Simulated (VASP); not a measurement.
# Sr (I4_1/amd) in VASP: a series of runs, part 2 of 2

VASP 6.6.1. The steps go on from the part before.

**3. Relaxation of cell and atoms, LDA, target pressure 0.14 GPa, at which the enthalpy is minimised**

This run uses another cell than the first one, of 49.70 Å³/atom.

Contents of INCAR:

```
SYSTEM = Sr
PREC = Accurate
ENCUT = 600
EDIFF = 1E-6
ISMEAR = -1
SIGMA = 0.1
LREAL = .False.
LASPH = .True.
NELM = 60
ALGO = Normal
ISIF = 3
LWAVE = .False.
LCHARG = .False.
GGA = CA
IBRION = 2
NSW = 60
EDIFFG = -0.005
PSTRESS = 1.4000000000000001
```

Contents of KPOINTS:

```
Automatic mesh
0
Gamma
  11 11 11
  0 0 0
```

Contents of POSCAR:

```
Sr
1.0
   -3.5616056118      3.5616056118      1.9588830865
    3.5616056118     -3.5616056118      1.9588830865
    3.5616056118      3.5616056118     -1.9588830865
Sr
2
Direct
   -0.3750000000     -0.1250000000     -0.2500000000
    0.3750000000      0.1250000000      0.2500000000
```

Potentials or basis: VASP PAW LDA potentials, release 64 (Sr_sv).

Started as:

```
$ cat potpaw_LDA.64/Sr_sv/POTCAR > POTCAR
$ mpirun -np 1 vasp_std > vasp.out
```

OUTCAR:

```text
SYSTEM = Sr
   PREC = Accurate
   ENCUT = 600
   EDIFF = 1E-6
   ISMEAR = -1
   LREAL = .False.
   LASPH = .True.
   NELM = 60
   ISIF = 3
   GGA = CA
   IBRION = 2
   NSW = 60
   EDIFFG = -0.005
   PSTRESS = 1.4000000000000001

 ion  position               nearest neighbor table
   1  0.625  0.875  0.750-   2 3.69   2 3.69   2 3.69   2 3.69   2 4.62   2 4.62   2 4.62   2 4.62

   2  0.375  0.125  0.250-   1 3.69   1 3.69   1 3.69   1 3.69   1 4.62   1 4.62   1 4.62   1 4.62

  LATTYP: Found a body centered tetragonal cell.
 ALAT       =     7.1232112236
 C/A-ratio  =     0.5500000000

  Lattice vectors:

 A1 = (  -3.5616056118,   3.5616056118,   1.9588830865)
 A2 = (   3.5616056118,  -3.5616056118,   1.9588830865)
 A3 = (   3.5616056118,   3.5616056118,  -1.9588830865)

Analysis of symmetry for initial positions (statically):
=====================================================================
 Subroutine PRICEL returns:
 Original cell was already a primitive cell.

 Routine SETGRP: Setting up the symmetry group for a
 body centered tetragonal supercell.

 Subroutine GETGRP returns: Found 16 space group operations
 (whereof  4 operations were pure point group operations)
 out of a pool of 16 trial point group operations.

The static configuration has the point symmetry C_2h.
 The point group associated with its full space group is D_4h.

[... 389 lines left out ...]

 number of electron      20.0000000 magnetization

 Free energy of the ion-electron system (eV)
  ---------------------------------------------------
  ext. energy  EPLUGINS =         0.00000000
  ---------------------------------------------------
  free energy    TOTEN  =        -3.34085415 eV

  energy without entropy =       -3.25593753  energy(sigma->0) =       -3.29839584

 E-fermi :   1.8067     XC(G=0):  -8.0537

 val. band max:        1.8066378020   @ k =  -0.2727   0.4545   0.2727
 cond. band min:       1.8076863119   @ k =   0.2727   0.2727   0.1818
 fundamental gap:      0.0010485099
 Fermi energy:         1.8067133834

 k-point     1 :       0.0000    0.0000    0.0000
  band No.  band energies     occupation
      1     -34.4149      2.00000
      2     -34.3384      2.00000
      3     -16.6943      2.00000
      4     -16.6943      2.00000
      5     -16.3288      2.00000
      6     -16.3235      2.00000
      7     -16.2951      2.00000
      8     -16.2951      2.00000
      9      -1.8549      2.00000
     10       1.2222      1.99423
     11       2.4257      0.00409
     12       2.8008      0.00010
     13       3.4855      0.00000
     14       5.0515      0.00000
[... 377 lines left out ...]
      1     -34.4088      2.00000
      2     -34.3444      2.00000
      3     -16.6685      2.00000
      4     -16.6676      2.00000
      5     -16.3671      2.00000
      6     -16.3332      2.00000
      7     -16.3201      2.00000
      8     -16.2892      2.00000
      9      -1.5814      2.00000
     10       1.2764      1.99010
     11       2.2502      0.02344
     12       2.8948      0.00004
     13       3.3260      0.00000
     14       4.7594      0.00000

 [... further k-points ...]

------------------------ aborting loop because EDIFF is reached ----------------------------------------

  FORCE on cell =-STRESS in cart. coord.  units (eV):
  Direction    XX          YY          ZZ          XY          YZ          ZX
  --------------------------------------------------------------------------------------
  -------------------------------------------------------------------------------------
  Total        0.0884211      0.0884211      0.0904482      0.0000000      0.0000000     -0.0000000
  in kB        1.5062764      1.5062764      1.5408080      0.0000000      0.0000000     -0.0000000
  external PRESSURE =       0.1177869 kB  Pullay stress =       1.4000000 kB
[... 21 lines left out ...]
  energy  without entropy=       -3.2559375306  energy(sigma->0) =       -3.29839584

  enthalpy is  TOTEN    =        -3.2586716652 eV   P V=        0.0821824887

 reached required accuracy - stopping structural energy minimisation
```

CONTCAR:

```text
Sr
   1.00000000000000
    -3.5198689836276347    3.5198689836276347    1.8977930283602822
     3.5198689836276347   -3.5198689836276347    1.8977930283602822
     3.5198689836276347    3.5198689836276347   -1.8977930283602822
  Sr
     2
Direct
     0.6250000000000000    0.8750000000000000    0.7500000000000000
     0.3750000000000000    0.1250000000000000    0.2500000000000000

  0.00000000E+00  0.00000000E+00  0.00000000E+00
  0.00000000E+00  0.00000000E+00  0.00000000E+00
```

Wall time 7.2 min (1 thread of Intel Xeon 6975P-C (Granite Rapids), shared host); peak memory 0.4 GiB.

What came out:

```
Free energy                                                : -3.3409 eV
Relaxed volume                                             : 47.03 Å³/atom
Relaxed cell                                               : a = 5.327 Å, b = 5.327 Å, c = 5.327 Å, α = 97.29°, β = 97.29°, γ = 138.26°
Space group after relaxing (to 0.1 Å)                      : I4_1/amd (No. 141)
Energy change on relaxing (the run minimises the enthalpy) : -3.6 meV/atom
Ionic steps                                                : 7
Pressure after relaxing                                    : 0.2 GPa
Band gap on the k mesh                                     : zero (bands 10 and 11 overlap by 0.58 eV)
```

Step by step:
| step | energy change (eV) | largest force (eV/Å) | pressure (GPa) | volume (Å³) |
| --- | --- | --- | --- | --- |
| 1 | 0.0000 | 0.0000 | -0.38 | 99.39 |
| 2 | -0.0065 | 0.0000 | -0.16 | 97.10 |
| 3 | -0.0077 | 0.0000 | 0.08 | 94.85 |
| 4 | -0.0076 | 0.0000 | 0.09 | 94.67 |
| 5 | -0.0075 | 0.0000 | 0.10 | 94.57 |
| 6 | -0.0074 | 0.0000 | 0.13 | 94.30 |
| 7 | -0.0072 | 0.0000 | 0.15 | 94.05 |

Final structure:
```cif
data_structure
_symmetry_space_group_name_H-M 'P 1'
_symmetry_Int_Tables_number 1
_cell_length_a 5.3273
_cell_length_b 5.3273
_cell_length_c 5.3273
_cell_angle_alpha 97.291
_cell_angle_beta 97.291
_cell_angle_gamma 138.262
_cell_volume 94.05
loop_
_atom_site_label
_atom_site_type_symbol
_atom_site_fract_x
_atom_site_fract_y
_atom_site_fract_z
_atom_site_occupancy
Sr1 Sr 0.62500 0.87500 0.75000 1
Sr2 Sr 0.37500 0.12500 0.25000 1
```

Levels at points of the mesh, in eV from the Fermi level:
```csv
k point,band 7,band 8,band 9,band 10,band 11,band 12,band 13,band 14
"(0.00, 0.00, 0.00)",-18.10,-18.10,-3.66,-0.58,0.62,0.99,1.68,3.24
```

Caveat: the cell is relaxed towards a set pressure, so the run minimises the enthalpy, not the energy.
